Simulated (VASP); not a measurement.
# Al (P6_3/mmc) in VASP: a series of runs

Al is run at these levels: LDA; tasks: single point, relaxation of cell and atoms.

All numbers are computed with VASP 6.6.1; they aren't measurements. Logs are shortened: lines on timing, memory, paths and dates and some standing lists are left out, and cuts for length are marked.

### 1 The cell of the first run

It takes space group P6_3/mmc (No. 194, hexagonal). Conventional cell: a = 2.758 Å, b = 2.758 Å, c = 4.448 Å, α = 90.00°, β = 90.00°, γ = 120.00°. Al (site symmetry -6m2) has 12 Al at 2.74 to 2.76 Å within 3.6 Å.

### 2 Single point, LDA (volume scaled by 0.92)

Input file INCAR:

```
PREC     = Accurate       # precision mode
ENCUT    = 520            # plane-wave cutoff, eV
EDIFF    = 1E-6           # SCF threshold, eV
ISMEAR   = -1             # smearing method
SIGMA    = 0.1            # smearing width, eV
LREAL    = False          # projectors in reciprocal space
LASPH    = True           # aspherical terms in the spheres
NELM     = 60             # most SCF steps
ALGO     = Normal         # electronic algorithm
ISIF     = 2              # what is computed and relaxed
LWAVE    = False          # write WAVECAR
LCHARG   = False          # write CHGCAR
NBANDS   = 10             # bands
```

Input file KPOINTS:

```
Automatic mesh
0
Gamma
  14 14 8
```

Input file POSCAR:

```
Al
1.0
    2.7582453892      0.0000000000      0.0000000000
   -1.3791226946      2.3887105770      0.0000000000
    0.0000000000      0.0000000000      4.4479924880
Al
2
Direct
    0.3333333333      0.6666666667      0.2500000000
    0.6666666667      0.3333333333      0.7500000000
```

Potentials or basis: VASP PAW LDA potentials, release 64 (Al).

Command:

```bash
> cat potpaw_LDA.64/Al/POTCAR > POTCAR
> mpirun -np 1 vasp_std > vasp.out
```

OUTCAR:

```text
PREC = Accurate
   ENCUT = 520
   EDIFF = 1E-6
   ISMEAR = -1
   LREAL = False
   LASPH = True
   NELM = 60
   ISIF = 2

 ion  position               nearest neighbor table
   1  0.333  0.667  0.250-   2 2.74   2 2.74   2 2.74   2 2.74   2 2.74   2 2.74
   2  0.667  0.333  0.750-   1 2.74   1 2.74   1 2.74   1 2.74   1 2.74   1 2.74

  LATTYP: Found a hexagonal cell.
 ALAT       =     2.7582453892
 C/A-ratio  =     1.6126166676

  Lattice vectors:

 A1 = (   2.7582453892,   0.0000000000,   0.0000000000)
 A2 = (  -1.3791226946,   2.3887105770,   0.0000000000)
 A3 = (   0.0000000000,   0.0000000000,   4.4479924880)

Analysis of symmetry for initial positions (statically):
=====================================================================
 Subroutine PRICEL returns:
 Original cell was already a primitive cell.

 Routine SETGRP: Setting up the symmetry group for a
 hexagonal supercell.

 Subroutine GETGRP returns: Found 24 space group operations
 (whereof 12 operations were pure point group operations)
 out of a pool of 24 trial point group operations.

The static configuration has the point symmetry D_3d.
 The point group associated with its full space group is D_6h.

Analysis of symmetry for dynamics (positions and initial velocities):
=====================================================================
 Subroutine PRICEL returns:
 Original cell was already a primitive cell.

 Routine SETGRP: Setting up the symmetry group for a
 hexagonal supercell.

 Subroutine GETGRP returns: Found 24 space group operations
 (whereof 12 operations were pure point group operations)
 out of a pool of 24 trial point group operations.

The dynamic configuration has the point symmetry D_3d.
 The point group associated with its full space group is D_6h.

 Subroutine INISYM returns: Found 24 space group operations
 (whereof 12 operations are pure point group operations),
 and found     1 'primitive' translations

----------------------------------------------------------------------------------------

                                     Primitive cell

  volume of cell :      29.3063

  direct lattice vectors                    reciprocal lattice vectors
     2.758245389  0.000000000  0.000000000     0.362549324  0.209317950  0.000000000
    -1.379122695  2.388710577  0.000000000     0.000000000  0.418635899  0.000000000
     0.000000000  0.000000000  4.447992488     0.000000000  0.000000000  0.224820524

  length of vectors
     2.758245389  2.758245389  4.447992488     0.418635899  0.418635899  0.224820524
[... 82 lines left out ...]
   LREAL  =      F    real-space projection
   EDIFFG = 0.1E-04   stopping-criterion for IOM
   NSW    =      0    number of steps for IOM
   IBRION =     -1    ionic relax: 0-MD 1-quasi-New 2-CG
   NFREE  =      0    steps in history (QN), initial steepest desc. (CG)
   ISIF   =      2    stress and relaxation
   ISYM   =      2    0-nonsym 1-usesym 2-fastsym
   POTIM  = 0.5000    time-step for ionic-motion
   TEBEG  =    0.0;   TEEND  =   0.0 temperature during run
   PSTRESS=    0.0 pullay stress
   NELECT =       6.0000    total number of electrons
   NUPDOWN=      -1.0000    fix difference up-down
   EMIN   =  10.00;   EMAX   =-10.00  energy-range for DOS
   EFERMI =   0.00;   METHOD = LEGACY
   ISMEAR =    -1;   SIGMA  =   0.10  broadening in eV -4-tet -1-fermi 0-gaus
   EFERMI_NEDOS =   21; number of points for ismear=-14 and -15
   IALGO  =     38    algorithm
   IMIX   =      4    mixing-type and parameters
     AMIX     =   0.40;   BMIX     =  1.00
     AMIX_MAG =   1.60;   BMIX_MAG =  1.00
  volume/ion in A,a.u.               =      14.65        98.88
  Fermi-wavevector in a.u.,A,eV,Ry     =   0.964877  1.823352 12.666844  0.930987
  Thomas-Fermi vector in A             =   2.094545
   LORBIT       =      0    0 simple, 1 ext, 2 COOP (PROOUT), +10 PAW based schemes
   GGA     = CA    functional components
   LHFCALC =     F    Hartree Fock is set to
   AEXX    =    0.0000 exact exchange contribution
   IVDW    =     0    specifies the selected vdW correction
   LEPSILON=     F    determine dielectric tensor
   LRPA    =     F    only Hartree local field effects (RPA)
 non-spin polarized calculation
  energy-cutoff  :      520.00
  volume of cell :       29.31
 maximum number of plane-waves:       808
 NGX is ok and might be reduce to    24
   NGX = 11   NGY = 11   NGZ = 17

 number of electron       6.0000000 magnetization

 Free energy of the ion-electron system (eV)
  ---------------------------------------------------
  ext. energy  EPLUGINS =         0.00000000
  ---------------------------------------------------
  free energy    TOTEN  =        -8.26017382 eV

  energy without entropy =       -8.23438508  energy(sigma->0) =       -8.24727945

 E-fermi :   9.0957     XC(G=0): -10.7916

 val. band max:        9.0745837189   @ k =   0.2857   0.0714   0.0000
 cond. band min:       9.1523626360   @ k =   0.1429   0.0714   0.2500
 fundamental gap:      0.0777789172
 Fermi energy:         9.0956502360

 k-point     1 :       0.0000    0.0000    0.0000
  band No.  band energies     occupation
      1      -2.8652      2.00000
      2       4.1268      2.00000
      3       4.6776      2.00000
      4      20.3234      0.00000
      5      20.3234      0.00000
      6      20.5106      0.00000
      7      20.5106      0.00000
      8      21.9188      0.00000
      9      24.0774      0.00000
     10      25.2255      0.00000
[... 287 lines left out ...]
 k-point    24 :       0.3571    0.2857    0.0000
  band No.  band energies     occupation
      1       4.8701      2.00000
      2       4.9528      2.00000
      3       6.6075      2.00000
      4      11.1147      0.00000
      5      11.7244      0.00000
      6      11.7500      0.00000
      7      13.4985      0.00000
      8      13.6473      0.00000
      9      14.7760      0.00000
     10      26.6688      0.00000

 [... further k-points ...]
[... 5 lines left out ...]
  --------------------------------------------------------------------------------------
  -------------------------------------------------------------------------------------
  Total        1.3518040      1.3518040      1.8300573      0.0000000      0.0000000      0.0000000
  in kB       73.9032999     73.9032999    100.0494720      0.0000000      0.0000000      0.0000000
  external PRESSURE =      82.6186906 kB  Pullay stress =       0.0000000 kB

 VOLUME and BASIS-vectors are now :
 -----------------------------------------------------------------------------
  energy-cutoff  :      520.00
  volume of cell :       29.31
      direct lattice vectors                 reciprocal lattice vectors
     2.758245389  0.000000000  0.000000000     0.362549324  0.209317950  0.000000000
    -1.379122695  2.388710577  0.000000000     0.000000000  0.418635899  0.000000000
     0.000000000  0.000000000  4.447992488     0.000000000  0.000000000  0.224820524

 POSITION                                       TOTAL-FORCE (eV/Angst)
 -----------------------------------------------------------------------------------
     -0.00000      1.59247      1.11200        -0.000000     -0.000000      0.000000
      1.37912      0.79624      3.33599         0.000000      0.000000      0.000000
 -----------------------------------------------------------------------------------
    total drift:                                0.000000     -0.000000     -0.000000

  FREE ENERGIE OF THE ION-ELECTRON SYSTEM (eV)
  ---------------------------------------------------
  free  energy   TOTEN  =        -8.2601738163 eV

  energy  without entropy=       -8.2343850785  energy(sigma->0) =       -8.24727945
```

Run time: 15 s. Hardware: 1 thread of Intel Xeon 6975P-C, shared host; peak memory 0.15 GiB.

Results:

```
Free energy            : -8.2602 eV
Pressure               : 8.3 GPa
Band gap on the k mesh : zero (band 3 reaches 13.70 eV, above the bottom of band 4 at 5.69 eV)
```

Levels at points of the mesh, in eV from the Fermi level:
```tsv
k point	band 1	band 2	band 3	band 4	band 5	band 6	band 7	band 8
(0.00, 0.00, 0.00)	-11.96	-4.97	-4.42	11.23	11.23	11.41	11.41	12.82
(0.50, 0.00, 0.00)	-5.72	-5.62	0.60	1.39	1.44	2.08	5.93	7.96
(0.00, 0.00, 0.50)	-10.11	-10.11	3.91	3.91	12.32	12.32	12.32	12.32
(0.50, 0.00, 0.50)	-4.30	-4.30	-3.41	-3.41	7.48	7.48	7.86	7.86
```

### 3 Single point, LDA (volume scaled by 0.96)

Input file INCAR:

```
SYSTEM = Al
PREC = Accurate
ENCUT = 520
EDIFF = 1E-7
ISMEAR = -1
SIGMA = 0.1
LREAL = .FALSE.
LASPH = .TRUE.
NELM = 100
ALGO = Normal
ISIF = 2
LWAVE = .FALSE.
LCHARG = .TRUE.
GGA = CA
LELF = .TRUE.
LVHAR = .TRUE.
NBANDS = 10
```

Input file KPOINTS:

```
Automatic mesh
0
G
  14 14 8
  0 0 0
```

Input file POSCAR:

```
Al
1.0
    2.7976542191      0.0000000000      0.0000000000
   -1.3988271096      2.4228396248      0.0000000000
    0.0000000000      0.0000000000      4.5115438240
Al
2
Direct
    0.3333333333      0.6666666667      0.2500000000
    0.6666666667      0.3333333333      0.7500000000
```

Potentials or basis: VASP PAW LDA potentials, release 64 (Al).

Command:

```bash
> cat potpaw_LDA.64/Al/POTCAR > POTCAR
> mpirun -np 1 vasp_std > vasp.out
```

Wall time 15 s (1 thread of Intel Xeon 6975P-C, shared host); peak memory 0.15 GiB.

It converged, with:

```
Free energy            : -8.3073 eV
Pressure               : 3.7 GPa
Band gap on the k mesh : zero (band 3 reaches 13.14 eV, above the bottom of band 4 at 5.26 eV)
```

Stress tensor (GPa, compression positive):
```
3.00 0.00 0.00
0.00 3.00 0.00
0.00 0.00 5.19
```

Levels at points of the mesh, in eV from the Fermi level:
```csv
k point,band 1,band 2,band 3,band 4,band 5,band 6,band 7
"(0.00, 0.00, 0.00)",-11.65,-4.79,-4.36,10.87,10.87,11.18,11.18
"(0.50, 0.00, 0.00)",-5.60,-5.44,0.60,1.36,1.46,1.99,5.73
"(0.00, 0.00, 0.50)",-9.85,-9.85,3.82,3.82,12.06,12.06,12.06
"(0.50, 0.00, 0.50)",-4.16,-4.16,-3.35,-3.35,7.25,7.25,7.77
```

### 4 Single point, LDA (volume scaled by 1.04)

Input file INCAR:

```
SYSTEM = Al
PREC = Accurate
ENCUT = 520
EDIFF = 1E-6
ISMEAR = -1
SIGMA = 0.1
LREAL = .FALSE.
LASPH = .TRUE.
NELM = 60
ALGO = Normal
ISIF = 2
LWAVE = .FALSE.
LCHARG = .FALSE.
GGA = CA
NBANDS = 10
```

KPOINTS is that of step 3.

Input file POSCAR:

```
Al
1.0
    2.8733028581      0.0000000000      0.0000000000
   -1.4366514291      2.4883532679      0.0000000000
    0.0000000000      0.0000000000      4.6335360800
Al
2
Direct
    0.3333333333      0.6666666667      0.2500000000
    0.6666666667      0.3333333333      0.7500000000
```

Command:

```bash
> cat potpaw_LDA.64/Al/POTCAR > POTCAR
> mpirun -np 1 vasp_std > vasp.out
```

Wall time 16 s (1 thread of Intel Xeon 6975P-C, shared host); peak memory 0.15 GiB.

The run converged. Its results:

| Property | Result |
| --- | --- |
| Free energy | -8.3107 eV |
| Pressure | -2.8 GPa |
| Band gap on the k mesh | zero (band 3 reaches 12.11 eV, above the bottom of band 4 at 4.51 eV) |

Stress tensor (GPa, compression positive):
```
-3.34  0.00  0.00
 0.00 -3.34  0.00
 0.00  0.00 -1.80
```

Levels at points of the mesh, in eV from the Fermi level:
| k point | band 1 | band 2 | band 3 | band 4 | band 5 | band 6 |
| --- | --- | --- | --- | --- | --- | --- |
| (0.00, 0.00, 0.00) | -11.08 | -4.46 | -4.24 | 10.21 | 10.21 | 10.75 |
| (0.50, 0.00, 0.00) | -5.37 | -5.12 | 0.62 | 1.21 | 1.57 | 1.80 |
| (0.00, 0.00, 0.50) | -9.37 | -9.37 | 3.65 | 3.65 | 11.54 | 11.54 |
| (0.50, 0.00, 0.50) | -3.90 | -3.90 | -3.24 | -3.24 | 6.83 | 6.83 |

(Part 1 of 2 ends here.)
